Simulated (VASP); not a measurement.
# NaPS (P4_2/mmc) in VASP: notebook, part 2 of 2

VASP 6.6.1. Earlier steps stand in the parts before.

**5. Relaxation of cell and atoms, PBE**

The input, INCAR:

```
SYSTEM = NaPS
ALGO     = Normal         ! electronic algorithm
EDIFF    = 1E-7           ! SCF threshold, eV
EDIFFG   = -0.04          ! ionic threshold
ENCUT    = 600            ! plane-wave cutoff, eV
GGA      = PE             ! functional
IBRION   = 2              ! ionic algorithm
ISIF     = 3              ! what is computed and relaxed
ISMEAR   = 0              ! smearing method
LASPH    = .True.         ! aspherical terms in the spheres
LCHARG   = .False.        ! write CHGCAR
LREAL    = .False.        ! projectors in reciprocal space
LWAVE    = .False.        ! write WAVECAR
NELM     = 100            ! most SCF steps
NSW      = 90             ! ionic steps
PREC     = Accurate       ! precision mode
SIGMA    = 0.1            ! smearing width, eV
```

The input, KPOINTS:

```
k-points
0
Gamma
  4 4 4
  0 0 0
```

The input, POSCAR:

```
NaPS
1.0
    4.7471111200      0.0000000000      0.0000000000
    0.0000000000      4.7471111200      0.0000000000
    0.0000000000      0.0000000000      6.7134289300
Na P S
2 2 2
Direct
    0.0000000000      0.5000000000      0.0000000000
    0.5000000000      0.0000000000      0.5000000000
    0.0000000000      0.0000000000      0.7500000000
    0.0000000000      0.0000000000      0.2500000000
    0.5000000000      0.5000000000      0.2500000000
    0.5000000000      0.5000000000      0.7500000000
```

Potentials or basis: VASP PAW PBE potentials, release 64 (Na_pv, P, S).

The run is started by

```console
$ cat potpaw_PBE.64/Na_pv/POTCAR potpaw_PBE.64/P/POTCAR potpaw_PBE.64/S/POTCAR > POTCAR
$ mpirun -np 1 vasp_std > vasp.out
```

OUTCAR:

```text
SYSTEM = NaPS
   EDIFF = 1E-7
   EDIFFG = -0.04
   ENCUT = 600
   GGA = PE
   IBRION = 2
   ISIF = 3
   ISMEAR = 0
   LASPH = .True.
   LREAL = .False.
   NELM = 100
   NSW = 90
   PREC = Accurate

 ion  position               nearest neighbor table
   1  0.000  0.500  0.000-
   2  0.500  0.000  0.500-
   3  0.000  0.000  0.750-
   4  0.000  0.000  0.250-
   5  0.500  0.500  0.250-
   6  0.500  0.500  0.750-

  LATTYP: Found a simple tetragonal cell.
 ALAT       =     4.7471111200
 C/A-ratio  =     1.4142135628

  Lattice vectors:

 A1 = (   4.7471111200,   0.0000000000,   0.0000000000)
 A2 = (   0.0000000000,   4.7471111200,   0.0000000000)
 A3 = (   0.0000000000,   0.0000000000,   6.7134289300)

Analysis of symmetry for initial positions (statically):
=====================================================================
 Subroutine PRICEL returns:
 Original cell was already a primitive cell.

 Routine SETGRP: Setting up the symmetry group for a
 simple tetragonal supercell.

 Subroutine GETGRP returns: Found 16 space group operations
[... 159 lines left out ...]

--------------------------------------- Ionic step        1  -------------------------------------------

 number of electron      35.9999979 magnetization

 Free energy of the ion-electron system (eV)
  ---------------------------------------------------
  ext. energy  EPLUGINS =         0.00000000
  ---------------------------------------------------
  free energy    TOTEN  =       -18.33691250 eV

  energy without entropy =      -18.30474761  energy(sigma->0) =      -18.32083005

------------------------ aborting loop because EDIFF is reached ----------------------------------------

  FORCE on cell =-STRESS in cart. coord.  units (eV):
  Direction    XX          YY          ZZ          XY          YZ          ZX
  --------------------------------------------------------------------------------------
  -------------------------------------------------------------------------------------
  Total       -6.7028640     -6.7028640     -2.3991244      0.0000000      0.0000000      0.0000000
  in kB      -70.9851986    -70.9851986    -25.4073966      0.0000000      0.0000000      0.0000000
  external PRESSURE =     -55.7925979 kB  Pullay stress =       0.0000000 kB
[... 561 lines left out ...]
     21      10.2162      0.00000
     22      10.2162      0.00000

[... ionic steps 4 to 17 ...]

--------------------------------------- Ionic step       18  -------------------------------------------

 number of electron      35.9999939 magnetization

------------------------ aborting loop because EDIFF is reached ----------------------------------------
[... 532 lines left out ...]
--------------------------------------- Ionic step       20  -------------------------------------------

 number of electron      35.9999965 magnetization

 Free energy of the ion-electron system (eV)
  ---------------------------------------------------
  ext. energy  EPLUGINS =         0.00000000
  ---------------------------------------------------
  free energy    TOTEN  =       -22.57293149 eV

  energy without entropy =      -22.55820423  energy(sigma->0) =      -22.56556786

 E-fermi :   4.1496     XC(G=0):  -9.0270

 val. band max:        4.1419312357   @ k =   0.5000   0.0000   0.0000
 cond. band min:       4.1587235248   @ k =   0.5000   0.0000   0.2500
 fundamental gap:      0.0167922890
 Fermi energy:         4.1495552280
[... 481 lines left out ...]
  FREE ENERGIE OF THE ION-ELECTRON SYSTEM (eV)
  ---------------------------------------------------
  free  energy   TOTEN  =       -22.5729314934 eV

  energy  without entropy=      -22.5582042312  energy(sigma->0) =      -22.56556786

 reached required accuracy - stopping structural energy minimisation
```

OSZICAR:

```text
N       E                     dE             d eps       ncg     rms          rms(c)
DAV:   1     0.292123488538E+03    0.29212E+03   -0.17609E+04   792   0.169E+03
DAV:   2     0.141565162621E+02   -0.27797E+03   -0.27273E+03   836   0.367E+02
DAV:   3    -0.170184548449E+02   -0.31175E+02   -0.30249E+02  1052   0.124E+02
DAV:   4    -0.186653403899E+02   -0.16469E+01   -0.15696E+01   844   0.249E+01
[... 226 lines left out ...]
DAV:   5    -0.225729299565E+02    0.15837E-04   -0.83697E-05   952   0.656E-02    0.121E-02
DAV:   6    -0.225729306391E+02   -0.68259E-06   -0.32977E-06   910   0.129E-02    0.585E-03
DAV:   7    -0.225729314184E+02   -0.77935E-06   -0.59609E-07   772   0.504E-03    0.898E-04
DAV:   8    -0.225729315213E+02   -0.10285E-06   -0.15676E-07   702   0.246E-03    0.913E-04
DAV:   9    -0.225729314934E+02    0.27851E-07   -0.20534E-08   564   0.103E-03
  20 F= -.22572931E+02 E0= -.22565568E+02  d E =-.647196E-02
```

Run time: 7.2 min. Hardware: 1 thread of AMD EPYC 9R45 (Zen 5), shared host; peak memory 0.29 GiB.

Results:

```yaml
Free_energy: -22.5729 eV
Relaxed_volume: 20.03 Å³/atom
Relaxed_cell: a = 3.571 Å, b = 3.571 Å, c = 9.423 Å, α = 90.00°, β = 90.00°, γ = 90.00°
Space_group_after_relaxing_to_0.05_Å: P4_2/mmc (No. 131)
Energy_gained_by_relaxing: 706.0 meV/atom
Ionic_steps: 20
Pressure_after_relaxing: 0.1 GPa
Band_gap_on_the_k_mesh: zero (band 18 reaches 5.29 eV, above the bottom of band 19 at 3.79 eV)
```

Stress tensor (GPa, compression positive):
```
 0.25  0.00  0.00
 0.00  0.25  0.00
 0.00  0.00 -0.26
```

The path:
```csv
step,energy change (eV),largest force (eV/Å),pressure (GPa),volume (Å³)
1,0.0000,0.0000,-5.58,151.29
2,-0.6606,0.0000,-3.13,132.81
3,-0.9241,0.0000,0.76,119.39
4,-0.9380,0.0000,2.42,115.52
5,-1.5652,0.0000,4.73,109.91
6,-2.2979,0.0000,24.08,89.66
7,-2.5803,0.0000,16.17,95.53
8,-2.5135,0.0000,20.08,92.45
9,-2.6571,0.0000,20.00,92.66
10,-2.8797,0.0000,19.47,93.02
11,-2.2646,0.0000,22.95,92.64
12,-2.8767,0.0000,19.76,93.06
13,-3.1273,0.0000,17.11,95.24
14,-3.7044,0.0000,10.69,101.98
15,-4.2153,0.0000,1.46,116.39
16,-4.2292,0.0000,0.22,119.16
17,-4.2295,0.0000,-0.01,119.72
18,-4.2313,0.0000,0.00,119.77
19,-4.2351,0.0000,0.02,119.91
20,-4.2360,0.0000,0.08,120.17
```

Final structure:
```yaml
crystal:
  lattice:
    - [3.57107, 0.00000, 0.00000]
    - [0.00000, 3.57107, 0.00000]
    - [0.00000, 0.00000, 9.42343]
  atoms:
    - { symbol: Na, position: [0.00000, 0.50000, 0.00000] }
    - { symbol: Na, position: [0.50000, 0.00000, 0.50000] }
    - { symbol: P, position: [0.00000, 0.00000, 0.75000] }
    - { symbol: P, position: [0.00000, 0.00000, 0.25000] }
    - { symbol: S, position: [0.50000, 0.50000, 0.25000] }
    - { symbol: S, position: [0.50000, 0.50000, 0.75000] }
```

Levels at points of the mesh, in eV from the Fermi level:
| k point | band 14 | band 15 | band 16 | band 17 | band 18 | band 19 | band 20 | band 21 | band 22 |
| --- | --- | --- | --- | --- | --- | --- | --- | --- | --- |
| (0.00, 0.00, 0.00) | -4.11 | -4.10 | -4.10 | 0.83 | 0.99 | 1.46 | 3.26 | 3.49 | 4.66 |
| (0.50, 0.00, 0.00) | -2.41 | -2.29 | -1.29 | -0.45 | -0.42 | -0.36 | -0.27 | -0.01 | 0.10 |
| (0.50, 0.50, 0.00) | -6.68 | -2.67 | -2.28 | -1.10 | -0.41 | 3.27 | 3.27 | 5.01 | 5.01 |
| (0.00, 0.00, 0.50) | -4.11 | -4.10 | -4.10 | 1.04 | 1.04 | 2.64 | 2.64 | 3.43 | 3.43 |
| (0.50, 0.00, 0.50) | -2.41 | -1.88 | -1.83 | -0.45 | -0.42 | -0.33 | -0.29 | 0.04 | 0.05 |
| (0.50, 0.50, 0.50) | -6.72 | -2.48 | -2.48 | -0.79 | -0.79 | 3.71 | 3.71 | 4.15 | 4.15 |

Caveat: the volume moved by over 15 % at a fixed basis, so the end points are rough.

**6. Relaxation of cell and atoms, PBE**

This run uses another cell than the first one, of 20.18 Å³/atom, 0.800 times its volume.

The input, INCAR:

```
SYSTEM = NaPS
  PREC = Accurate
  ENCUT = 600
  EDIFF = 1E-6
  ISMEAR = 0
  SIGMA = 0.1
  LREAL = .FALSE.
  LASPH = .TRUE.
  NELM = 100
  ALGO = Normal
  ISIF = 3
  LWAVE = .FALSE.
  LCHARG = .FALSE.
  GGA = PE
  IBRION = 2
  NSW = 100
  EDIFFG = -0.01
```

The input, KPOINTS:

```
Automatic mesh
0
G
  10 10 4
  0 0 0
```

POSCAR, as its differences from that of step 5:

```diff
@@ -2,5 +2,5 @@
 1.0
-    4.7471111200      0.0000000000      0.0000000000
-    0.0000000000      4.7471111200      0.0000000000
-    0.0000000000      0.0000000000      6.7134289300
+    3.5782960925      0.0000000000      0.0000000000
+    0.0000000000      3.5782960925      0.0000000000
+    0.0000000000      0.0000000000      9.4553414722
 Na P S
```

Potentials or basis: VASP PAW PBE potentials, release 64 (Na_pv, P, S).

The run is started by

```console
$ cat potpaw_PBE.64/Na_pv/POTCAR potpaw_PBE.64/P/POTCAR potpaw_PBE.64/S/POTCAR > POTCAR
$ mpirun -np 1 vasp_std > vasp.out
```

Wall time 1.7 min (1 thread of AMD EPYC 9R45 (Zen 5), shared host); peak memory 0.35 GiB.

Results (log left out):

| Quantity | Value |
| --- | --- |
| Free energy | -22.5724 eV |
| Relaxed volume | 20.10 Å³/atom |
| Relaxed cell | a = 3.572 Å, b = 3.572 Å, c = 9.452 Å, α = 90.00°, β = 90.00°, γ = 90.00° |
| Space group after relaxing (to 0.05 Å) | P4_2/mmc (No. 131) |
| Energy gained by relaxing | 0.1 meV/atom |
| Ionic steps | 2 |
| Pressure after relaxing | 0.0 GPa |

Step by step:
```csv
step,energy change (eV),largest force (eV/Å),pressure (GPa),volume (Å³)
1,0.0000,0.0000,-0.21,121.07
2,-0.0004,0.0000,-0.02,120.60
```

Final structure:
```cif
data_structure
_symmetry_space_group_name_H-M 'P 1'
_symmetry_Int_Tables_number 1
_cell_length_a 3.5721
_cell_length_b 3.5721
_cell_length_c 9.4516
_cell_angle_alpha 90.000
_cell_angle_beta 90.000
_cell_angle_gamma 90.000
_cell_volume 120.60
loop_
_atom_site_label
_atom_site_type_symbol
_atom_site_fract_x
_atom_site_fract_y
_atom_site_fract_z
_atom_site_occupancy
Na1 Na 0.00000 0.50000 0.00000 1
Na2 Na 0.50000 0.00000 0.50000 1
P1 P 0.00000 0.00000 0.75000 1
P2 P 0.00000 0.00000 0.25000 1
S1 S 0.50000 0.50000 0.25000 1
S2 S 0.50000 0.50000 0.75000 1
```

Levels at points of the mesh, in eV from the Fermi level:
| k point | band 16 | band 17 | band 18 | band 19 | band 20 | band 21 |
| --- | --- | --- | --- | --- | --- | --- |
| (0.00, 0.00, 0.00) | -4.30 | 0.63 | 0.76 | 1.25 | 3.06 | 3.28 |
| (0.50, 0.00, 0.00) | -1.51 | -0.65 | -0.62 | -0.57 | -0.48 | -0.21 |
| (0.50, 0.50, 0.00) | -2.49 | -1.31 | -0.63 | 3.06 | 3.06 | 4.79 |
| (0.00, 0.00, 0.50) | -4.31 | 0.83 | 0.83 | 2.40 | 2.40 | 3.22 |
| (0.50, 0.00, 0.50) | -2.04 | -0.65 | -0.62 | -0.54 | -0.50 | -0.16 |
| (0.50, 0.50, 0.50) | -2.69 | -1.00 | -1.00 | 3.50 | 3.50 | 3.93 |

Caveat: the bands computed are all filled at some k points, so no gap is given.

**7. Overview**

| task | cell | k mesh | cutoff (eV) | gap on the mesh (eV) | pressure (GPa) | relaxed volume (Å³/atom) |
| --- | --- | --- | --- | --- | --- | --- |
| single point | a = 4.747, b = 4.747, c = 6.713 Å, 6 atoms | 4 × 4 × 4 | 520 | none | -5.6 | - |
| single point | a = 3.573, b = 3.573, c = 9.449 Å, 6 atoms | 10 × 10 × 4 | 520 | none | -0.1 | - |
| relaxation of cell and atoms | relaxed from a = 3.580, b = 3.580, c = 9.410 Å, 6 atoms | 6 × 6 × 2 | 600 | - | 0.1 | 20.14 |
| relaxation of cell and atoms | relaxed from a = 4.747, b = 4.747, c = 6.713 Å, 6 atoms | 4 × 4 × 4 | 600 | none | 0.1 | 20.03 |
| relaxation of cell and atoms | relaxed from a = 3.578, b = 3.578, c = 9.455 Å, 6 atoms | 10 × 10 × 4 | 600 | - | 0.0 | 20.10 |

Alike in all rows: level PBE; potentials or basis VASP PAW PBE potentials, release 64 (Na_pv, P, S); no spin polarisation; smearing gaussian 0.1 eV.

Caveats: the bands computed are all filled at some k points, so no gap is given (some runs); the volume moved by over 15 % at a fixed basis, so the end points are rough (some runs).

Total energies depend on the potentials used, so only differences within one code and one set of settings carry meaning.
